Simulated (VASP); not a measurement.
# ZrB2 (P-1) in VASP: electric field gradients with LDA

Aim: the electric field gradients of ZrB2 with LDA.

Program: VASP 6.6.1. These are calculated values, not measurements. Logs are shortened: lines on timing, memory, paths and dates and some standing lists are left out, and cuts for length are marked.

### Step 1. The cell of the first run

The typed cell holds 3 atoms: a = 3.166 Å, b = 3.206 Å, c = 3.521 Å, α = 90.62°, β = 91.71°, γ = 121.27°.

### Step 2. Electric field gradients, LDA (equal xy, yz and zx shear strains of -3 %)

Input file INCAR:

```
ALGO = Normal
EDIFF = 1E-8
ENCUT = 520
ISIF = 2
ISMEAR = -1
LASPH = T
LCHARG = F
LEFG = T
LREAL = F
LWAVE = F
NBANDS = 16
NELM = 100
PREC = Accurate
SIGMA = 0.05
```

Input file KPOINTS:

```
k-points
0
Gamma
  12 12 9
```

Input file POSCAR:

```
ZrB2
1.0
    3.1649998255     -0.0474749974     -0.0474749974
   -1.6236144666      2.7647077506     -0.0173770551
   -0.0528000000     -0.0528000000      3.5200000000
Zr B
1 2
Direct
    0.0000000000      0.0000000000      0.0000000000
    0.3333333333      0.6666666667      0.5000000000
    0.6666666667      0.3333333333      0.5000000000
```

Potentials or basis: VASP PAW LDA potentials, release 64 (Zr_sv, B).

On the command line:

```sh
cat potpaw_LDA.64/Zr_sv/POTCAR potpaw_LDA.64/B/POTCAR > POTCAR
mpirun -np 1 vasp_std > vasp.out
```

OUTCAR:

```text
EDIFF = 1E-8
   ENCUT = 520
   ISIF = 2
   ISMEAR = -1
   LASPH = T
   LREAL = F
   NELM = 100
   PREC = Accurate

 ion  position               nearest neighbor table
   1  0.000  0.000  0.000-   3 2.47   2 2.47   3 2.50   2 2.50   2 2.54   3 2.54   2 2.57   3 2.57
                             2 2.57   3 2.57   3 2.58   2 2.58
   2  0.333  0.667  0.500-   3 1.80   3 1.83   3 1.85   1 2.47   1 2.50   1 2.54   1 2.57   1 2.57
                             1 2.58
   3  0.667  0.333  0.500-   2 1.80   2 1.83   2 1.85   1 2.47   1 2.50   1 2.54   1 2.57   1 2.57
                             1 2.58

  LATTYP: Found a triclinic cell.
 ALAT       =     3.1246485320
 B/A-ratio  =     1.7320508076
 C/A-ratio  =     2.3518134801
 COS(alpha) =     0.0067447531
 COS(beta)  =     0.4561873613
 COS(gamma) =     0.8583881572

  Lattice vectors:

 A1 = (   1.5413853589,   2.7172327532,  -0.0648520525)
 A2 = (   4.7063851844,   2.6697577558,  -0.1123270499)
 A3 = (  -3.1944289332,   5.5822155012,  -3.5547541102)

Analysis of symmetry for initial positions (statically):
=====================================================================
 Subroutine PRICEL returns:
 Original cell was already a primitive cell.

 Routine SETGRP: Setting up the symmetry group for a
 triclinic supercell.

 Subroutine GETGRP returns: Found  2 space group operations
 (whereof  2 operations were pure point group operations)
 out of a pool of  2 trial point group operations.

The static configuration has the point symmetry S_2 .

Analysis of symmetry for dynamics (positions and initial velocities):
=====================================================================
 Subroutine PRICEL returns:
 Original cell was already a primitive cell.

 Routine SETGRP: Setting up the symmetry group for a
 triclinic supercell.

 Subroutine GETGRP returns: Found  2 space group operations
 (whereof  2 operations were pure point group operations)
 out of a pool of  2 trial point group operations.

The dynamic configuration has the point symmetry S_2 .

 Subroutine INISYM returns: Found  2 space group operations
 (whereof  2 operations are pure point group operations),
 and found     1 'primitive' translations

----------------------------------------------------------------------------------------

                                     Primitive cell

  volume of cell :      30.5158

  direct lattice vectors                    reciprocal lattice vectors
     3.164999825 -0.047474997 -0.047474997     0.318879391  0.187314241  0.007592904
    -1.623614467  2.764707751 -0.017377055     0.005558392  0.365001065  0.005558392
    -0.052800000 -0.052800000  3.520000000     0.004328235  0.004328235  0.284220756

  length of vectors
     3.165711870  3.206249342  3.520791911     0.369903154  0.365085701  0.284286661

  position of ions in fractional coordinates (direct lattice)
     0.000000000  0.000000000  0.000000000
     0.333333333  0.666666667  0.500000000
     0.666666667  0.333333333  0.500000000

  ion indices of the primitive-cell ions
   primitive index   ion index
                 1           1
                 2           2
                 3           3

----------------------------------------------------------------------------------------

 KPOINTS: k-points

Automatic generation of k-mesh.
 Grid dimensions read from file:
 generate k-points for:   12   12    9

 Generating k-lattice:

  Cartesian coordinates                     Fractional coordinates (reciprocal lattice)
     0.026573283  0.015609520  0.000632742     0.083333333  0.000000000  0.000000000
     0.000463199  0.030416755  0.000463199    -0.000000000  0.083333333 -0.000000000
     0.000480915  0.000480915  0.031580084    -0.000000000  0.000000000  0.111111111

  Length of vectors
     0.030825263  0.030423808  0.031587407

  Shift w.r.t. Gamma in fractional coordinates (k-lattice)
[... 37 lines left out ...]
   dimension x,y,z NGX =    24 NGY =   24 NGZ =   28
   dimension x,y,z NGXF=    48 NGYF=   48 NGZF=   56
   ions per type =               1   2
   NGX,Y,Z   is equivalent  to a cutoff of  12.60, 12.44, 13.22 a.u.
   NGXF,Y,Z  is equivalent  to a cutoff of  25.21, 24.89, 26.44 a.u.
 SYSTEM =  unknown system
   PREC   = accura    normal or accurate (medium, high low for compatibility)
   ISTART =      0    job   : 0-new  1-cont  2-samecut
   ICHARG =      2    charge: 1-file 2-atom 10-const
   ISPIN  =      1    spin polarized calculation?
   LNONCOLLINEAR =      F non collinear calculations
   LSORBIT =      F    spin-orbit coupling
   LASPH  =      T    aspherical Exc in radial PAW
   ENCUT  =  520.0 eV  38.22 Ry    6.18 a.u.   5.89  5.96  6.55*2*pi/ulx,y,z
   NELM   =    100;   NELMIN=  2; NELMDL= -5     # of ELM steps
   EDIFF  = 0.1E-07   stopping-criterion for ELM
   LREAL  =      F    real-space projection
   EDIFFG = 0.1E-06   stopping-criterion for IOM
   NSW    =      0    number of steps for IOM
   IBRION =     -1    ionic relax: 0-MD 1-quasi-New 2-CG
   NFREE  =      0    steps in history (QN), initial steepest desc. (CG)
   ISIF   =      2    stress and relaxation
   ISYM   =      2    0-nonsym 1-usesym 2-fastsym
   POTIM  = 0.5000    time-step for ionic-motion
   TEBEG  =    0.0;   TEEND  =   0.0 temperature during run
   PSTRESS=    0.0 pullay stress
   NELECT =      18.0000    total number of electrons
   NUPDOWN=      -1.0000    fix difference up-down
   EMIN   =  10.00;   EMAX   =-10.00  energy-range for DOS
   EFERMI =   0.00;   METHOD = LEGACY
   ISMEAR =    -1;   SIGMA  =   0.05  broadening in eV -4-tet -1-fermi 0-gaus
   EFERMI_NEDOS =   21; number of points for ismear=-14 and -15
   IALGO  =     38    algorithm
   IMIX   =      4    mixing-type and parameters
     AMIX     =   0.40;   BMIX     =  1.00
     AMIX_MAG =   1.60;   BMIX_MAG =  1.00
  volume/ion in A,a.u.               =      10.17        68.64
  Fermi-wavevector in a.u.,A,eV,Ry     =   1.372959  2.594516 25.647197  1.885016
  Thomas-Fermi vector in A             =   2.498519
   LORBIT       =      0    0 simple, 1 ext, 2 COOP (PROOUT), +10 PAW based schemes
   GGA     = CA    functional components
   LHFCALC =     F    Hartree Fock is set to
   AEXX    =    0.0000 exact exchange contribution
   IVDW    =     0    specifies the selected vdW correction
   LEPSILON=     F    determine dielectric tensor
   LRPA    =     F    only Hartree local field effects (RPA)
 non-spin polarized calculation
  energy-cutoff  :      520.00
  volume of cell :       30.52
 maximum number of plane-waves:       838
   NGX = 11   NGY = 11   NGZ = 13

 number of electron      18.0000000 magnetization

 Free energy of the ion-electron system (eV)
  ---------------------------------------------------
  ext. energy  EPLUGINS =         0.00000000
  ---------------------------------------------------
  free energy    TOTEN  =       -27.40129526 eV

  energy without entropy =      -27.39949836  energy(sigma->0) =      -27.40039681

 E-fermi :  10.5823     XC(G=0): -12.6202

 val. band max:       10.5611009625   @ k =   0.1667  -0.3333   0.1111
 cond. band min:      10.5981177815   @ k =   0.0833   0.0833   0.3333
 fundamental gap:      0.0370168190
 Fermi energy:        10.5823206187

 k-point     1 :       0.0000    0.0000    0.0000
  band No.  band energies     occupation
      1     -37.7722      2.00000
      2     -16.1218      2.00000
      3     -15.5763      2.00000
      4     -15.5191      2.00000
      5      -2.0453      2.00000
      6       7.7046      2.00000
[... 433 lines left out ...]
      3     -15.9343      2.00000
      4     -15.9252      2.00000
      5       1.2726      2.00000
      6       3.3538      2.00000
[... 8 lines left out ...]
     15      19.4230      0.00000
     16      20.1235      0.00000

 [... further k-points ...]

------------------------ aborting loop because EDIFF is reached ----------------------------------------

  FORCE on cell =-STRESS in cart. coord.  units (eV):
  Direction    XX          YY          ZZ          XY          YZ          ZX
  --------------------------------------------------------------------------------------
  -------------------------------------------------------------------------------------
  Total       -1.2461129     -1.2617239     -0.9496066      1.5300058      1.4970400      1.5002151
  in kB      -65.4249613    -66.2445900    -49.8574206     80.3302567     78.5994483     78.7661508
  external PRESSURE =     -60.5089906 kB  Pullay stress =       0.0000000 kB

 VOLUME and BASIS-vectors are now :
 -----------------------------------------------------------------------------
  energy-cutoff  :      520.00
  volume of cell :       30.52
      direct lattice vectors                 reciprocal lattice vectors
     3.164999825 -0.047474997 -0.047474997     0.318879391  0.187314241  0.007592904
    -1.623614467  2.764707751 -0.017377055     0.005558392  0.365001065  0.005558392
    -0.052800000 -0.052800000  3.520000000     0.004328235  0.004328235  0.284220756

 POSITION                                       TOTAL-FORCE (eV/Angst)
 -----------------------------------------------------------------------------------
      0.00000      0.00000      0.00000        -0.000000     -0.000000      0.000000
     -0.05381      1.80091      1.73259        -0.077405      0.009738     -0.017634
      1.54240      0.86352      1.72256         0.077405     -0.009738      0.017634
 -----------------------------------------------------------------------------------
    total drift:                               -0.000000      0.000000      0.000000

  FREE ENERGIE OF THE ION-ELECTRON SYSTEM (eV)
  ---------------------------------------------------
  free  energy   TOTEN  =       -27.4012952627 eV

  energy  without entropy=      -27.3994983650  energy(sigma->0) =      -27.40039681

 Electric field gradients (V/A^2)
---------------------------------------------------------------------
 ion       V_xx      V_yy      V_zz      V_xy      V_xz      V_yz
---------------------------------------------------------------------
   1     -22.172   -21.729    43.901   -16.123   -32.181   -32.198
   2      -0.902    -0.842     1.744    -1.523    -1.046    -1.046
   3      -0.902    -0.842     1.744    -1.523    -1.046    -1.046
---------------------------------------------------------------------

 Electric field gradients after diagonalization (V/A^2)
 (convention: |V_zz| > |V_xx| > |V_yy|)
----------------------------------------------------------------------
 ion       V_xx      V_yy      V_zz     asymmetry (V_yy - V_xx)/ V_zz
----------------------------------------------------------------------
   1     -58.343    -5.827    64.170       0.818
   2       2.218     0.652    -2.870       0.546
   3       2.218     0.652    -2.870       0.546
----------------------------------------------------------------------

           NMR quadrupolar parameters

 Cq : quadrupolar parameter    Cq=e*Q*V_zz/h
 eta: asymmetry parameters     (V_yy - V_xx)/ V_zz
 Q  : nuclear electric quadrupole moment in mb (millibarn)
----------------------------------------------------------------------
 ion       Cq(MHz)       eta       Q (mb)
----------------------------------------------------------------------
   1       0.155       0.818       1.000
   2      -0.007       0.546       1.000
   3      -0.007       0.546       1.000
----------------------------------------------------------------------
```

Run time: 5.3 min. Hardware: 1 thread of Intel Xeon 8259CL, shared host; peak memory 0.39 GiB.

Results:

```yaml
Free_energy: -27.4013 eV
Pressure: -6.1 GPa
Largest_force: 0.080 eV/Å
Band_gap_on_the_k_mesh: zero (bands 9 and 10 overlap by 1.20 eV)
Largest_electric_field_gradient_by_atom: Zr +64.2; B -2.9 V/Å²
```

Forces in eV/Å, atoms in the order of the input:
```
Zr   0.000  0.000  0.000
B   -0.077  0.010 -0.018
B    0.077 -0.010  0.018
```

Levels at points of the mesh, in eV from the Fermi level:
| k point | band 5 | band 6 | band 7 | band 8 | band 9 | band 10 | band 11 | band 12 | band 13 | band 14 |
| --- | --- | --- | --- | --- | --- | --- | --- | --- | --- | --- |
| (0.00, 0.00, 0.00) | -12.63 | -2.88 | -2.66 | -2.49 | -2.30 | 3.19 | 3.29 | 4.18 | 4.26 | 4.68 |
| (0.50, 0.00, 0.00) | -8.93 | -8.21 | -3.90 | -3.26 | -2.81 | 2.11 | 2.11 | 4.79 | 5.05 | 6.74 |
| (0.00, 0.50, 0.00) | -8.94 | -8.36 | -3.94 | -3.07 | -2.73 | 2.21 | 2.23 | 4.71 | 5.21 | 6.59 |
| (0.50, 0.50, 0.00) | -8.95 | -8.51 | -3.98 | -2.89 | -2.66 | 2.32 | 2.35 | 4.78 | 5.26 | 6.45 |

Electric field gradients, principal values (V/Å²):
| atom | least | middle | greatest (by size) |
| --- | --- | --- | --- |
| 1 Zr | -5.827 | -58.343 | 64.170 |
| 2 B | 0.652 | 2.218 | -2.870 |
| 3 B | 0.652 | 2.218 | -2.870 |

Caveat: the cell differs from its parent crystal (equal xy, yz and zx shear strains of -3 %); the cell stands under tension; without QUAD_EFG the Cq values of the log hold for a quadrupole moment of 1 mb, not for the nuclei.
